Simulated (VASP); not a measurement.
# CdS (P1) in VASP: a series of runs

Runs on CdS. Level: r2SCAN. Tasks: single point.

Program: VASP 6.6.1. These are calculated values, not measurements. Logs are shortened: lines on timing, memory, paths and dates and some standing lists are left out, and cuts for length are marked.

**1. The cell of the first run**

The typed cell holds 16 atoms: a = 8.313 Å, b = 8.313 Å, c = 8.313 Å, α = 60.00°, β = 60.00°, γ = 60.00°.

**2. Single point, r2SCAN**

Input file POSCAR:

```
CdS
1.0
    0.0000000000      5.8784277752      5.8784277752
    5.8784277752      0.0000000000      5.8784277752
    5.8784277752      5.8784277752      0.0000000000
Cd S
8 8
Direct
    0.0026422881     -0.0007502856     -0.0041928728
   -0.0043434233      0.0016268806      0.5006416022
    0.0067277343      0.4951205682      0.0018044791
   -0.0028259257      0.4972076058      0.5023647671
    0.5079795337     -0.0029031572     -0.0032404923
    0.4956540441      0.0041784132      0.4998048139
    0.5034922794      0.5053043286     -0.0066895438
    0.4973702343      0.4976264253      0.5000821839
    0.1238757246      0.1247905950      0.1308730037
    0.1159689335      0.1304243293      0.6229725260
    0.1272433767      0.6286890205      0.1231014529
    0.1240400542      0.6247394100      0.6215291979
    0.6236027115      0.1348783264      0.1195934571
    0.6197779643      0.1268465019      0.6287871760
    0.6327078672      0.6271259325      0.1189892139
    0.6326429689      0.6283916621      0.6239530603
```

Input file INCAR.step1:

```
  ALGO = Normal
  EDIFF = 1E-4
  ENCUT = 520
  GGA = PE
  ISMEAR = -1
  LASPH = T
  LCHARG = F
  LREAL = Auto
  LWAVE = T
  NBANDS = 86
  NELM = 80
  PREC = Accurate
  SIGMA = 0.02
```

Input file INCAR.step2:

```
  ALGO = Normal
  EDIFF = 1E-7
  ENCUT = 520
  ISIF = 2
  ISMEAR = -1
  ISTART = 1
  LASPH = T
  LCHARG = F
  LMIXTAU = T
  LREAL = Auto
  LWAVE = F
  METAGGA = R2SCAN
  NBANDS = 86
  NELM = 80
  PREC = Accurate
  SIGMA = 0.02
```

Input file KPOINTS:

```
k-points
0
Gamma
  2 2 2
```

Potentials or basis: VASP PAW PBE potentials, release 64 (Cd, S).

The run is started by

```
$ cat potpaw_PBE.64/Cd/POTCAR potpaw_PBE.64/S/POTCAR > POTCAR
$ cp INCAR.step1 INCAR
$ mpirun -np 1 vasp_std > vasp.out
$ cp INCAR.step2 INCAR
$ mpirun -np 1 vasp_std > vasp.out
```

OUTCAR:

```text
EDIFF = 1E-7
   ENCUT = 520
   ISIF = 2
   ISMEAR = -1
   ISTART = 1
   LASPH = T
   LREAL = Auto
   METAGGA = R2SCAN
   NELM = 80
   PREC = Accurate

 ion  position               nearest neighbor table
   1  0.003  0.999  0.996-  11 2.52  10 2.53  13 2.57   9 2.59
   2  0.996  0.002  0.501-   9 2.51  10 2.52  14 2.55  12 2.56
   3  0.007  0.495  0.002-   9 2.51  15 2.54  11 2.55  12 2.58
   4  0.997  0.497  0.502-  16 2.48  10 2.49  12 2.54  11 2.58
   5  0.508  0.997  0.997-  14 2.50  15 2.51  13 2.56   9 2.61
   6  0.496  0.004  0.500-  14 2.55  16 2.55  10 2.58  13 2.58
[... 8 lines left out ...]
  15  0.633  0.627  0.119-   5 2.51   3 2.54   7 2.56   8 2.59
  16  0.633  0.628  0.624-   4 2.48   7 2.51   6 2.55   8 2.65

  LATTYP: Found a face centered cubic cell.
 ALAT       =    11.7568555504

  Lattice vectors:

 A1 = (   0.0000000000,   5.8784277752,   5.8784277752)
 A2 = (   5.8784277752,   0.0000000000,   5.8784277752)
 A3 = (   5.8784277752,   5.8784277752,   0.0000000000)

Analysis of symmetry for initial positions (statically):
=====================================================================
 Subroutine PRICEL returns:
 Original cell was already a primitive cell.

 Routine SETGRP: Setting up the symmetry group for a
 face centered cubic supercell.

 Subroutine GETGRP returns: Found  1 space group operations
 (whereof  1 operations were pure point group operations)
 out of a pool of 48 trial point group operations.

The static configuration has the point symmetry C_1 .

Analysis of symmetry for dynamics (positions and initial velocities):
=====================================================================
 Subroutine PRICEL returns:
 Original cell was already a primitive cell.

 Routine SETGRP: Setting up the symmetry group for a
 face centered cubic supercell.

 Subroutine GETGRP returns: Found  1 space group operations
 (whereof  1 operations were pure point group operations)
 out of a pool of 48 trial point group operations.

The dynamic configuration has the point symmetry C_1 .

 Subroutine INISYM returns: Found  1 space group operations
 (whereof  1 operations are pure point group operations),
 and found     1 'primitive' translations

----------------------------------------------------------------------------------------

                                     Primitive cell

  volume of cell :     406.2689

  direct lattice vectors                    reciprocal lattice vectors
     0.000000000  5.878427775  5.878427775    -0.085056757  0.085056757  0.085056757
     5.878427775  0.000000000  5.878427775     0.085056757 -0.085056757  0.085056757
     5.878427775  5.878427775  0.000000000     0.085056757  0.085056757 -0.085056757

  length of vectors
     8.313352285  8.313352285  8.313352285     0.147322624  0.147322624  0.147322624

  position of ions in fractional coordinates (direct lattice)
     0.002642288  0.999249714  0.995807127
     0.995656577  0.001626881  0.500641602
     0.006727734  0.495120568  0.001804479
     0.997174074  0.497207606  0.502364767
     0.507979534  0.997096843  0.996759508
     0.495654044  0.004178413  0.499804814
[... 8 lines left out ...]
     0.632707867  0.627125933  0.118989214
     0.632642969  0.628391662  0.623953060

  ion indices of the primitive-cell ions
   primitive index   ion index
                 1           1
                 2           2
                 3           3
                 4           4
                 5           5
                 6           6
[... 8 lines left out ...]
                15          15
                16          16

----------------------------------------------------------------------------------------

 KPOINTS: k-points

Automatic generation of k-mesh.
 Grid dimensions read from file:
 generate k-points for:    2    2    2

 Generating k-lattice:

  Cartesian coordinates                     Fractional coordinates (reciprocal lattice)
    -0.042528378  0.042528378  0.042528378     0.500000000  0.000000000  0.000000000
     0.042528378 -0.042528378  0.042528378     0.000000000  0.500000000  0.000000000
     0.042528378  0.042528378 -0.042528378     0.000000000  0.000000000  0.500000000

  Length of vectors
     0.073661312  0.073661312  0.073661312

  Shift w.r.t. Gamma in fractional coordinates (k-lattice)
     0.000000000  0.000000000  0.000000000

 Subroutine IBZKPT returns following result:
 ===========================================

 Found      8 irreducible k-points:

 Following reciprocal coordinates:
            Coordinates               Weight
  0.000000  0.000000  0.000000      1.000000
  0.500000  0.000000  0.000000      1.000000
  0.000000  0.500000  0.000000      1.000000
  0.000000  0.000000  0.500000      1.000000
  0.500000  0.500000  0.500000      1.000000
  0.500000  0.500000  0.000000      1.000000
  0.000000  0.500000  0.500000      1.000000
  0.500000  0.000000  0.500000      1.000000
   k-points           NKPTS =      8   k-points in BZ     NKDIM =      8   number of bands    NBANDS=     86
   number of dos      NEDOS =    301   number of ions     NIONS =     16
   total plane-waves  NPLWV = 262144
   dimension x,y,z NGX =    64 NGY =   64 NGZ =   64
   dimension x,y,z NGXF=   128 NGYF=  128 NGZF=  128
   ions per type =               8   8
   NGX,Y,Z   is equivalent  to a cutoff of  12.80, 12.80, 12.80 a.u.
   NGXF,Y,Z  is equivalent  to a cutoff of  25.60, 25.60, 25.60 a.u.
 SYSTEM =  unknown system
   PREC   = accura    normal or accurate (medium, high low for compatibility)
   ISTART =      1    job   : 0-new  1-cont  2-samecut
   ICHARG =      0    charge: 1-file 2-atom 10-const
   ISPIN  =      1    spin polarized calculation?
   LNONCOLLINEAR =      F non collinear calculations
   LSORBIT =      F    spin-orbit coupling
   LASPH  =      T    aspherical Exc in radial PAW
   ENCUT  =  520.0 eV  38.22 Ry    6.18 a.u.  15.46 15.46 15.46*2*pi/ulx,y,z
   NELM   =     80;   NELMIN=  2; NELMDL=  0     # of ELM steps
   EDIFF  = 0.1E-06   stopping-criterion for ELM
   LREAL  =      T    real-space projection
   EDIFFG = 0.1E-05   stopping-criterion for IOM
   NSW    =      0    number of steps for IOM
   IBRION =     -1    ionic relax: 0-MD 1-quasi-New 2-CG
   NFREE  =      0    steps in history (QN), initial steepest desc. (CG)
   ISIF   =      2    stress and relaxation
   ISYM   =      2    0-nonsym 1-usesym 2-fastsym
   POTIM  = 0.5000    time-step for ionic-motion
   TEBEG  =    0.0;   TEEND  =   0.0 temperature during run
   PSTRESS=    0.0 pullay stress
   NELECT =     144.0000    total number of electrons
   NUPDOWN=      -1.0000    fix difference up-down
   EMIN   =  10.00;   EMAX   =-10.00  energy-range for DOS
   EFERMI =   0.00;   METHOD = LEGACY
   ISMEAR =    -1;   SIGMA  =   0.02  broadening in eV -4-tet -1-fermi 0-gaus
   EFERMI_NEDOS =   21; number of points for ismear=-14 and -15
   IALGO  =     38    algorithm
   IMIX   =      4    mixing-type and parameters
     AMIX     =   0.40;   BMIX     =  1.00
     AMIX_MAG =   1.60;   BMIX_MAG =  1.00
  volume/ion in A,a.u.               =      25.39       171.35
  Fermi-wavevector in a.u.,A,eV,Ry     =   1.158576  2.189391 18.263073  1.342298
  Thomas-Fermi vector in A             =   2.295177
   LORBIT       =      0    0 simple, 1 ext, 2 COOP (PROOUT), +10 PAW based schemes
   METAGGA = R2SCAN    functional components
   LHFCALC =     F    Hartree Fock is set to
   AEXX    =    0.0000 exact exchange contribution
   IVDW    =     0    specifies the selected vdW correction
   LEPSILON=     F    determine dielectric tensor
   LRPA    =     F    only Hartree local field effects (RPA)
 non-spin polarized calculation
  energy-cutoff  :      520.00
  volume of cell :      406.27
 maximum number of plane-waves:     10969
 NGX is ok and might be reduce to    64
   NGX = 31   NGY = 31   NGZ = 31

 number of electron     143.9999993 magnetization

 Free energy of the ion-electron system (eV)
  ---------------------------------------------------
  ext. energy  EPLUGINS =         0.00000000
  ---------------------------------------------------
  free energy    TOTEN  =      -237.16330008 eV

  energy without entropy =     -237.16330008  energy(sigma->0) =     -237.16330008

 E-fermi :   1.3686     XC(G=0):  -9.6131

 val. band max:        0.8825132758   @ k =   0.0000   0.0000   0.0000
 cond. band min:       2.3967896855   @ k =   0.0000   0.0000   0.0000
 fundamental gap:      1.5142764097
 Fermi energy:         1.3685985756

 k-point     1 :       0.0000    0.0000    0.0000
  band No.  band energies     occupation
      1     -11.8776      2.00000
      2     -11.5396      2.00000
      3     -11.5027      2.00000
      4     -11.4375      2.00000
      5     -11.3921      2.00000
      6     -11.3325      2.00000
[... 76 lines left out ...]
     83       5.6887      0.00000
     84       7.9179      0.00000

 k-point     2 :       0.5000    0.0000    0.0000
  band No.  band energies     occupation
      1     -11.6953      2.00000
      2     -11.6749      2.00000
      3     -11.4686      2.00000
      4     -11.4414      2.00000
      5     -11.3836      2.00000
      6     -11.3503      2.00000
[... 76 lines left out ...]
     83       6.6680      0.00000
     84       6.7374      0.00000

 k-point     3 :       0.0000    0.5000    0.0000
  band No.  band energies     occupation
      1     -11.7141      2.00000
      2     -11.6353      2.00000
      3     -11.5177      2.00000
      4     -11.3955      2.00000
      5     -11.3821      2.00000
      6     -11.3565      2.00000
[... 76 lines left out ...]
     83       6.7457      0.00000
     84       6.7809      0.00000

 k-point     4 :       0.0000    0.0000    0.5000
  band No.  band energies     occupation
      1     -11.7318      2.00000
      2     -11.6041      2.00000
      3     -11.5178      2.00000
      4     -11.4442      2.00000
      5     -11.3626      2.00000
      6     -11.3560      2.00000
[... 76 lines left out ...]
     83       6.6956      0.00000
     84       6.7680      0.00000

 k-point     5 :       0.5000    0.5000    0.5000
  band No.  band energies     occupation
      1     -11.6923      2.00000
      2     -11.6808      2.00000
      3     -11.4649      2.00000
      4     -11.4435      2.00000
      5     -11.3814      2.00000
      6     -11.3504      2.00000
[... 76 lines left out ...]
     83       6.6926      0.00000
     84       6.7609      0.00000

 k-point     6 :       0.5000    0.5000    0.0000
  band No.  band energies     occupation
      1     -11.6404      2.00000
      2     -11.6318      2.00000
      3     -11.4898      2.00000
      4     -11.4767      2.00000
      5     -11.4315      2.00000
      6     -11.3934      2.00000
[... 76 lines left out ...]
     83       6.7163      0.00000
     84       6.7737      0.00000

 k-point     7 :       0.0000    0.5000    0.5000
  band No.  band energies     occupation
      1     -11.6740      2.00000
      2     -11.5626      2.00000
      3     -11.5401      2.00000
      4     -11.4624      2.00000
      5     -11.4262      2.00000
      6     -11.3936      2.00000
[... 76 lines left out ...]
     83       6.7307      0.00000
     84       6.7452      0.00000

 k-point     8 :       0.5000    0.0000    0.5000
  band No.  band energies     occupation
      1     -11.6479      2.00000
      2     -11.6210      2.00000
      3     -11.4975      2.00000
      4     -11.4762      2.00000
      5     -11.4273      2.00000
      6     -11.3951      2.00000
[... 76 lines left out ...]
     83       6.6370      0.00000
     84       6.8540      0.00000
 [bands above 84 left out]

------------------------ aborting loop because EDIFF is reached ----------------------------------------

  FORCE on cell =-STRESS in cart. coord.  units (eV):
  Direction    XX          YY          ZZ          XY          YZ          ZX
  --------------------------------------------------------------------------------------
  -------------------------------------------------------------------------------------
  Total        1.3583373      1.3567331      1.3111415     -0.8010360     -1.0241416      0.3109953
  in kB        5.3567905      5.3504640      5.1706672     -3.1589959     -4.0388436      1.2264529
  external PRESSURE =       5.2926406 kB  Pullay stress =       0.0000000 kB

 VOLUME and BASIS-vectors are now :
 -----------------------------------------------------------------------------
  energy-cutoff  :      520.00
  volume of cell :      406.27
      direct lattice vectors                 reciprocal lattice vectors
     0.000000000  5.878427775  5.878427775    -0.085056757  0.085056757  0.085056757
     5.878427775  0.000000000  5.878427775     0.085056757 -0.085056757  0.085056757
     5.878427775  5.878427775  0.000000000     0.085056757  0.085056757 -0.085056757

 POSITION                                       TOTAL-FORCE (eV/Angst)
 -----------------------------------------------------------------------------------
     11.72780      5.86931      5.88955         0.308151      0.032176      0.029953
      2.95255      8.79588      5.86246        -0.083062      0.029472     -0.174394
      2.92114      0.05016      2.95008        -0.026116     -0.110686      0.155665
      5.87591      8.81493      8.78461        -0.096893     -0.050584      0.401179
     11.72074      8.84550      8.84748         0.385279     -0.002413     -0.164583
      2.96263      5.85173      2.93823        -0.089237     -0.130405      0.025585
[... 8 lines left out ...]
      4.38598      4.41880      7.40584         0.129236      0.153848     -0.269543
      7.36182      7.38681      7.41290        -0.037944     -0.697257     -0.337339
 -----------------------------------------------------------------------------------
    total drift:                                0.000451     -0.000403      0.005640

  FREE ENERGIE OF THE ION-ELECTRON SYSTEM (eV)
  ---------------------------------------------------
  free  energy   TOTEN  =      -237.1633000786 eV

  energy  without entropy=     -237.1633000786  energy(sigma->0) =     -237.16330008
```

Run time: 53 min. Hardware: 1 thread of Oxide Virtual Turin-like, shared host; peak memory 0.68 GiB.

Results:

```
Free energy            : -237.1633 eV
Pressure               : 0.5 GPa
Largest force          : 0.776 eV/Å
Band gap on the k mesh : 1.51 eV
```

Forces in eV/Å, atoms in the order of the input:
```
Cd   0.308  0.032  0.030
Cd  -0.083  0.029 -0.174
Cd  -0.026 -0.111  0.156
Cd  -0.097 -0.051  0.401
Cd   0.385 -0.002 -0.165
Cd  -0.089 -0.130  0.026
Cd   0.201  0.036 -0.029
Cd   0.153 -0.013  0.370
S   -0.437 -0.064  0.073
S   -0.236  0.394  0.059
S   -0.070  0.088 -0.078
S    0.181  0.175  0.067
S   -0.073  0.279 -0.220
S   -0.209 -0.119  0.091
S    0.129  0.154 -0.270
S   -0.038 -0.697 -0.337
```

Stress tensor (GPa, compression positive):
```
 0.54 -0.32  0.12
-0.32  0.54 -0.40
 0.12 -0.40  0.52
```

Caveat: the k points lie up to 0.46 Å⁻¹ apart; the atoms stand as in a frame of molecular dynamics; the PAW data sets were made with another functional, which shifts forces and pressure a little.

**3. Single point, r2SCAN**

Input file POSCAR:

```
CdS
1.0
    0.0000000000      5.8784277752      5.8784277752
    5.8784277752      0.0000000000      5.8784277752
    5.8784277752      5.8784277752      0.0000000000
Cd S
8 8
Direct
    0.0010457728     -0.0001281805     -0.0023394861
   -0.0018252329     -0.0015246424      0.5014595080
   -0.0017576979      0.5000662783      0.0007332743
    0.0029549568      0.4998303309      0.4981109936
    0.4995983811      0.0015592605      0.0009788332
    0.5021112129     -0.0006713530      0.5010224864
    0.5010268243      0.5000075041     -0.0029220398
    0.4990810659      0.5008465040      0.5005387686
    0.1210782079      0.1302971695      0.1207925873
    0.1301655867      0.1284528838      0.6231856782
    0.1275498362      0.6177650962      0.1307306187
    0.1227320514      0.6261311086      0.6239579085
    0.6231930782      0.1268712534      0.1307364026
    0.6197445370      0.1259284843      0.6254176526
    0.6253562416      0.6229583215      0.1236254876
    0.6223430209      0.6216455555      0.6300304506
```

Input file INCAR.step1:

```
ALGO     = Normal         # electronic algorithm
EDIFF    = 1E-4           # SCF threshold, eV
ENCUT    = 520            # plane-wave cutoff, eV
GGA      = PE             # functional
ISMEAR   = -1             # smearing method
LASPH    = True           # aspherical terms in the spheres
LCHARG   = False          # write CHGCAR
LREAL    = Auto         
LWAVE    = True           # write WAVECAR
NBANDS   = 86             # bands
NELM     = 80             # most SCF steps
PREC     = Accurate       # precision mode
SIGMA    = 0.02           # smearing width, eV
```

Input file INCAR.step2:

```
ALGO     = Normal         # electronic algorithm
EDIFF    = 1E-6           # SCF threshold, eV
ENCUT    = 520            # plane-wave cutoff, eV
ISIF     = 2              # what is computed and relaxed
ISMEAR   = -1             # smearing method
ISTART   = 1            
LASPH    = True           # aspherical terms in the spheres
LCHARG   = False          # write CHGCAR
LMIXTAU  = True         
LREAL    = Auto         
LWAVE    = False          # write WAVECAR
METAGGA  = R2SCAN         # meta-GGA
NBANDS   = 86             # bands
NELM     = 80             # most SCF steps
PREC     = Accurate       # precision mode
SIGMA    = 0.02           # smearing width, eV
```

KPOINTS is that of step 2.

Potentials or basis: VASP PAW PBE potentials, release 64 (Cd, S).

The run is started by

```
$ cat potpaw_PBE.64/Cd/POTCAR potpaw_PBE.64/S/POTCAR > POTCAR
$ cp INCAR.step1 INCAR
$ mpirun -np 1 vasp_std > vasp.out
$ cp INCAR.step2 INCAR
$ mpirun -np 1 vasp_std > vasp.out
```

Wall time 50 min (1 thread of Oxide Virtual Turin-like, shared host); peak memory 0.67 GiB.

It converged, with:

- Free energy: -237.1981 eV
- Pressure: 0.5 GPa
- Largest force: 0.510 eV/Å
- Band gap on the k mesh: 1.52 eV

Forces in eV/Å, atoms in the order of the input:
```
Cd  -0.059  0.043 -0.148
Cd   0.116 -0.064  0.213
Cd   0.066 -0.032  0.147
Cd   0.195 -0.051 -0.200
Cd   0.051  0.049 -0.062
Cd  -0.120  0.042 -0.181
Cd   0.131  0.118 -0.100
Cd  -0.044 -0.080  0.008
S   -0.044  0.388 -0.126
S   -0.156 -0.162 -0.458
S    0.010 -0.457  0.225
S    0.104  0.134  0.085
S   -0.404 -0.083 -0.019
S    0.086  0.313  0.233
S    0.264 -0.028  0.077
S   -0.196 -0.128  0.306
```

Stress tensor (GPa, compression positive):
```
 0.51  0.17 -0.02
 0.17  0.50 -0.18
-0.02 -0.18  0.49
```

Levels at points of the mesh, in eV from the valence-band top:
```tsv
k point	band 69	band 70	band 71	band 72	band 73	band 74	band 75	band 76
(0.00, 0.00, 0.00)	-0.71	-0.01	0.00	0.00	1.52	3.39	3.40	3.41
(0.50, 0.00, 0.00)	-0.41	-0.39	-0.38	-0.37	3.15	3.15	4.47	4.50
(0.00, 0.50, 0.00)	-0.42	-0.40	-0.38	-0.37	3.15	3.17	4.46	4.52
(0.00, 0.00, 0.50)	-0.41	-0.39	-0.38	-0.38	3.15	3.17	4.46	4.49
(0.50, 0.50, 0.50)	-0.43	-0.41	-0.36	-0.36	3.15	3.17	4.47	4.51
(0.50, 0.50, 0.00)	-0.77	-0.76	-0.75	-0.73	3.92	3.95	4.65	4.66
(0.00, 0.50, 0.50)	-0.78	-0.76	-0.75	-0.73	3.93	3.93	4.64	4.66
(0.50, 0.00, 0.50)	-0.78	-0.76	-0.75	-0.72	3.93	3.94	4.63	4.68
```

Caveat: the k points lie up to 0.46 Å⁻¹ apart; the atoms stand as in a frame of molecular dynamics; the PAW data sets were made with another functional, which shifts forces and pressure a little.
